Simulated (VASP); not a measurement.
# Mo (Im-3m) in VASP: further runs, part 2 of 2

VASP 6.6.1. Earlier steps stand in the parts before.

## (4) Single point, BLYP

This run uses another cell than the first one, of 16.40 Å³/atom, 0.992 times its volume.

INCAR reads:

```
SYSTEM = Mo
AGGAC = 1.0 ; AGGAX = 1.0
ALDAC = 0.0 ; ALDAX = 1.0
ALGO = Normal ; EDIFF = 1E-6
ENCUT = 520 ; GGA = B5
ISIF = 2 ; ISMEAR = -1
LASPH = .True. ; LCHARG = .True.
LELF = .True. ; LREAL = .False.
LVHAR = .True. ; LWAVE = .False.
NBANDS = 13 ; NELM = 60
PREC = Accurate ; SIGMA = 0.05
```

KPOINTS reads:

```
k-points
0
Gamma
  12 12 12
  0 0 0
```

POSCAR reads:

```
Mo
1.0
   -1.6005611244      1.6005611244      1.6005611244
    1.6005611244     -1.6005611244      1.6005611244
    1.6005611244      1.6005611244     -1.6005611244
Mo
1
Direct
    0.0000000000      0.0000000000      0.0000000000
```

Potentials or basis: VASP PAW PBE potentials, release 64 (Mo_sv).

On the command line:

```
> cat potpaw_PBE.64/Mo_sv/POTCAR > POTCAR
> mpirun -np 1 vasp_std > vasp.out
```

OUTCAR:

```text
SYSTEM = Mo
   EDIFF = 1E-6
   ENCUT = 520
   GGA = B5
   ISIF = 2
   ISMEAR = -1
   LASPH = .True.
   LREAL = .False.
   NELM = 60
   PREC = Accurate

 ion  position               nearest neighbor table
   1  0.000  0.000  0.000-

  LATTYP: Found a body centered cubic cell.
 ALAT       =     3.2011222488

  Lattice vectors:

 A1 = (  -1.6005611244,   1.6005611244,   1.6005611244)
 A2 = (   1.6005611244,  -1.6005611244,   1.6005611244)
 A3 = (   1.6005611244,   1.6005611244,  -1.6005611244)

Analysis of symmetry for initial positions (statically):
=====================================================================
 Subroutine PRICEL returns:
 Original cell was already a primitive cell.

 Routine SETGRP: Setting up the symmetry group for a
 body centered cubic supercell.

 Subroutine GETGRP returns: Found 48 space group operations
 (whereof 48 operations were pure point group operations)
 out of a pool of 48 trial point group operations.

The static configuration has the point symmetry O_h .

Analysis of symmetry for dynamics (positions and initial velocities):
=====================================================================
 Subroutine PRICEL returns:
 Original cell was already a primitive cell.

 Routine SETGRP: Setting up the symmetry group for a
 body centered cubic supercell.

 Subroutine GETGRP returns: Found 48 space group operations
 (whereof 48 operations were pure point group operations)
 out of a pool of 48 trial point group operations.

The dynamic configuration has the point symmetry O_h .

 Subroutine INISYM returns: Found 48 space group operations
 (whereof 48 operations are pure point group operations),
 and found     1 'primitive' translations

----------------------------------------------------------------------------------------

                                     Primitive cell

  volume of cell :      16.4012

  direct lattice vectors                    reciprocal lattice vectors
    -1.600561124  1.600561124  1.600561124     0.000000000  0.312390444  0.312390444
     1.600561124 -1.600561124  1.600561124     0.312390444  0.000000000  0.312390444
     1.600561124  1.600561124 -1.600561124     0.312390444  0.312390444  0.000000000

  length of vectors
     2.772253188  2.772253188  2.772253188     0.441786802  0.441786802  0.441786802

  position of ions in fractional coordinates (direct lattice)
     0.000000000  0.000000000  0.000000000

  ion indices of the primitive-cell ions
   primitive index   ion index
                 1           1

----------------------------------------------------------------------------------------

 KPOINTS: k-points

Automatic generation of k-mesh.
 Grid dimensions read from file:
 generate k-points for:   12   12   12

 Generating k-lattice:

  Cartesian coordinates                     Fractional coordinates (reciprocal lattice)
     0.000000000  0.026032537  0.026032537     0.083333333  0.000000000  0.000000000
     0.026032537  0.000000000  0.026032537     0.000000000  0.083333333  0.000000000
     0.026032537  0.026032537  0.000000000     0.000000000  0.000000000  0.083333333

  Length of vectors
     0.036815567  0.036815567  0.036815567

  Shift w.r.t. Gamma in fractional coordinates (k-lattice)
     0.000000000  0.000000000  0.000000000

 Subroutine IBZKPT returns following result:
 ===========================================

 Found     72 irreducible k-points:

 Following reciprocal coordinates:
            Coordinates               Weight
  0.000000  0.000000  0.000000      1.000000
  0.083333  0.000000  0.000000     12.000000
  0.166667  0.000000  0.000000     12.000000
  0.250000  0.000000  0.000000     12.000000
  0.333333  0.000000  0.000000     12.000000
  0.416667  0.000000  0.000000     12.000000
[... 16 lines left out ...]
  0.333333  0.083333  0.083333     24.000000
  0.416667  0.083333  0.083333     12.000000
 [... further k-points ...]
   k-points           NKPTS =     72   k-points in BZ     NKDIM =     72   number of bands    NBANDS=     13
   number of dos      NEDOS =    301   number of ions     NIONS =      1
   total plane-waves  NPLWV =  13824
   dimension x,y,z NGX =    24 NGY =   24 NGZ =   24
   dimension x,y,z NGXF=    48 NGYF=   48 NGZF=   48
   ions per type =               1
   NGX,Y,Z   is equivalent  to a cutoff of  14.39, 14.39, 14.39 a.u.
   NGXF,Y,Z  is equivalent  to a cutoff of  28.78, 28.78, 28.78 a.u.
 SYSTEM =  Mo
   PREC   = accura    normal or accurate (medium, high low for compatibility)
   ISTART =      0    job   : 0-new  1-cont  2-samecut
   ICHARG =      2    charge: 1-file 2-atom 10-const
   ISPIN  =      1    spin polarized calculation?
   LNONCOLLINEAR =      F non collinear calculations
   LSORBIT =      F    spin-orbit coupling
   LASPH  =      T    aspherical Exc in radial PAW
   ENCUT  =  520.0 eV  38.22 Ry    6.18 a.u.   5.15  5.15  5.15*2*pi/ulx,y,z
   NELM   =     60;   NELMIN=  2; NELMDL= -5     # of ELM steps
   EDIFF  = 0.1E-05   stopping-criterion for ELM
   LREAL  =      F    real-space projection
   EDIFFG = 0.1E-04   stopping-criterion for IOM
   NSW    =      0    number of steps for IOM
   IBRION =     -1    ionic relax: 0-MD 1-quasi-New 2-CG
   NFREE  =      0    steps in history (QN), initial steepest desc. (CG)
   ISIF   =      2    stress and relaxation
   ISYM   =      2    0-nonsym 1-usesym 2-fastsym
   POTIM  = 0.5000    time-step for ionic-motion
   TEBEG  =    0.0;   TEEND  =   0.0 temperature during run
   PSTRESS=    0.0 pullay stress
   NELECT =      14.0000    total number of electrons
   NUPDOWN=      -1.0000    fix difference up-down
   EMIN   =  10.00;   EMAX   =-10.00  energy-range for DOS
   EFERMI =   0.00;   METHOD = LEGACY
   ISMEAR =    -1;   SIGMA  =   0.05  broadening in eV -4-tet -1-fermi 0-gaus
   EFERMI_NEDOS =   21; number of points for ismear=-14 and -15
   IALGO  =     38    algorithm
   IMIX   =      4    mixing-type and parameters
     AMIX     =   0.40;   BMIX     =  1.00
     AMIX_MAG =   1.60;   BMIX_MAG =  1.00
  volume/ion in A,a.u.               =      16.40       110.68
  Fermi-wavevector in a.u.,A,eV,Ry     =   1.552954  2.934657 32.812708  2.411666
  Thomas-Fermi vector in A             =   2.657255
   LORBIT       =      0    0 simple, 1 ext, 2 COOP (PROOUT), +10 PAW based schemes
   GGA     = B5    functional components
   LHFCALC =     F    Hartree Fock is set to
   AEXX    =    0.0000 exact exchange contribution
   IVDW    =     0    specifies the selected vdW correction
   LEPSILON=     F    determine dielectric tensor
   LRPA    =     F    only Hartree local field effects (RPA)
 non-spin polarized calculation
  energy-cutoff  :      520.00
  volume of cell :       16.40
 maximum number of plane-waves:       466
 NGX is ok and might be reduce to    24
   NGX = 11   NGY = 11   NGZ = 11

 number of electron      13.9999999 magnetization

 Free energy of the ion-electron system (eV)
  ---------------------------------------------------
  ext. energy  EPLUGINS =         0.00000000
  ---------------------------------------------------
  free energy    TOTEN  =        -9.51081505 eV

  energy without entropy =       -9.50814732  energy(sigma->0) =       -9.50948118

 E-fermi :  12.3370     XC(G=0): -12.4900

 val. band max:       12.2926491074   @ k =  -0.1667   0.2500   0.0833
 cond. band min:      12.3544502177   @ k =  -0.3333   0.3333   0.2500
 fundamental gap:      0.0618011103
 Fermi energy:        12.3370383866

 k-point     1 :       0.0000    0.0000    0.0000
  band No.  band energies     occupation
      1     -48.7261      2.00000
      2     -22.2223      2.00000
      3     -22.2223      2.00000
      4     -22.2223      2.00000
      5       5.5012      2.00000
      6      11.0341      2.00000
      7      11.0341      2.00000
      8      11.0341      2.00000
      9      13.9148      0.00000
     10      13.9148      0.00000
     11      27.3108      0.00000
     12      27.3108      0.00000
     13      27.3108      0.00000

 k-point     2 :       0.0833    0.0000    0.0000
  band No.  band energies     occupation
      1     -48.7116      2.00000
      2     -22.3082      2.00000
      3     -22.2492      2.00000
      4     -22.2228      2.00000
      5       5.7902      2.00000
      6      10.8799      2.00000
      7      11.0099      2.00000
      8      11.3031      2.00000
      9      13.7029      0.00000
     10      13.9206      0.00000
     11      27.5077      0.00000
[... 339 lines left out ...]
 k-point    24 :       0.4167    0.0833    0.0833
  band No.  band energies     occupation
      1     -48.5007      2.00000
      2     -23.3502      2.00000
      3     -22.6674      2.00000
      4     -22.3105      2.00000
      5       7.9322      2.00000
      6       9.1603      2.00000
      7      12.7474      0.00054
      8      14.0464      0.00000
      9      14.5043      0.00000
     10      18.3798      0.00000
     11      22.7975      0.00000
     12      24.9144      0.00000
     13      27.8679      0.00000

 [... further k-points ...]
[... 5 lines left out ...]
  --------------------------------------------------------------------------------------
  -------------------------------------------------------------------------------------
  Total        0.0948859      0.0948859      0.0948859      0.0000000      0.0000000      0.0000000
  in kB        9.2690550      9.2690550      9.2690550      0.0000000      0.0000000      0.0000000
  external PRESSURE =       9.2690550 kB  Pullay stress =       0.0000000 kB

 VOLUME and BASIS-vectors are now :
 -----------------------------------------------------------------------------
  energy-cutoff  :      520.00
  volume of cell :       16.40
      direct lattice vectors                 reciprocal lattice vectors
    -1.600561124  1.600561124  1.600561124     0.000000000  0.312390444  0.312390444
     1.600561124 -1.600561124  1.600561124     0.312390444  0.000000000  0.312390444
     1.600561124  1.600561124 -1.600561124     0.312390444  0.312390444  0.000000000

 POSITION                                       TOTAL-FORCE (eV/Angst)
 -----------------------------------------------------------------------------------
      0.00000      0.00000      0.00000         0.000000      0.000000      0.000000
 -----------------------------------------------------------------------------------
    total drift:                                0.000000      0.000000     -0.000000

  FREE ENERGIE OF THE ION-ELECTRON SYSTEM (eV)
  ---------------------------------------------------
  free  energy   TOTEN  =        -9.5108150488 eV

  energy  without entropy=       -9.5081473167  energy(sigma->0) =       -9.50948118
```

Wall time 10 s (1 thread of Intel Xeon Platinum 8375C at 2.90GHz (Ice Lake), shared host); peak memory 0.15 GiB.

Results:

- Free energy: -9.5108 eV
- Pressure: 0.9 GPa
- Band gap on the k mesh: zero (band 7 reaches 16.00 eV, above the bottom of band 8 at 11.03 eV)

Caveat: the PAW data sets were made with another functional, which shifts forces and pressure a little.

## (5) Single point, r2SCAN+D3(BJ)

This run uses another cell than the first one, of 15.43 Å³/atom, 0.934 times its volume.

POSCAR reads:

```
Mo
1.0
   -1.5682808986      1.5682808986      1.5682808986
    1.5682808986     -1.5682808986      1.5682808986
    1.5682808986      1.5682808986     -1.5682808986
Mo
1
Direct
    0.0000000000      0.0000000000      0.0000000000
```

INCAR.step1 reads:

```
  ALGO = Normal
  EDIFF = 1E-4
  ENCUT = 520
  GGA = PE
  ISMEAR = -1
  LASPH = True
  LCHARG = False
  LREAL = False
  LWAVE = True
  NBANDS = 13
  NELM = 100
  PREC = Accurate
  SIGMA = 0.05
```

INCAR.step2 reads:

```
  ALGO = Normal
  EDIFF = 1E-7
  ENCUT = 520
  ISIF = 2
  ISMEAR = -1
  ISTART = 1
  IVDW = 12
  LASPH = True
  LCHARG = True
  LELF = True
  LMIXTAU = True
  LREAL = False
  LVHAR = True
  LWAVE = False
  METAGGA = R2SCAN
  NBANDS = 13
  NELM = 100
  PREC = Accurate
  SIGMA = 0.05
  VDW_A1 = 0.49484001
  VDW_A2 = 5.73083694
  VDW_S6 = 1.0
  VDW_S8 = 0.78981345
```

KPOINTS reads:

```
k-points
0
Gamma
  12 12 12
```

On the command line:

```
> cat potpaw_PBE.64/Mo_sv/POTCAR > POTCAR
> cp INCAR.step1 INCAR
> mpirun -np 1 vasp_std > vasp.out
> cp INCAR.step2 INCAR
> mpirun -np 1 vasp_std > vasp.out
```

It took 34 s on 1 thread of Intel Xeon Platinum 8375C at 2.90GHz (Ice Lake), shared host; peak memory 0.14 GiB.

Results (log left out):

```
Free energy                : -26.4337 eV
Pressure                   : 1.2 GPa
Band gap on the k mesh     : zero (band 7 reaches 16.98 eV, above the bottom of band 8 at 11.31 eV)
Dispersion energy per atom : -0.342 eV
```

Levels at points of the mesh, in eV from the Fermi level:
```
           k point  band 5  band 6  band 7  band 8  band 9  band 10
(0.00, 0.00, 0.00)   -7.69   -1.43   -1.43   -1.43    1.96     1.96
(0.50, 0.00, 0.00)   -5.66   -3.63    1.65    1.94    2.65     5.04
(0.50, 0.50, 0.50)   -5.74   -5.74    4.24    4.24    4.24     9.60
```

Caveat: the PAW data sets were made with another functional, which shifts forces and pressure a little; pairwise dispersion overbinds metals, which lowers pressure and volume.

## (6) Summary

| level | cell | gap on the mesh (eV) | pressure (GPa) |
| --- | --- | --- | --- |
| RPBE+D4 | a = 2.779 Å, angles 109.5°, 1 atom | none | -17.0 |
| RPBE+D4 | a = 2.797 Å, angles 109.5°, 1 atom | none | -20.6 |
| BLYP | a = 2.772 Å, angles 109.5°, 1 atom | none | 0.9 |
| r2SCAN+D3(BJ) | a = 2.716 Å, angles 109.5°, 1 atom | none | 1.2 |

Alike in all rows: task single point; potentials or basis VASP PAW PBE potentials, release 64 (Mo_sv); no spin polarisation; k mesh 12 × 12 × 12; cutoff (eV) 520; smearing fermi-dirac 0.05 eV.

Caveats: the PAW data sets were made with another functional, which shifts forces and pressure a little; pairwise dispersion overbinds metals, which lowers pressure and volume (some runs).

Total energies depend on the potentials used, so only differences within one code and one set of settings carry meaning.
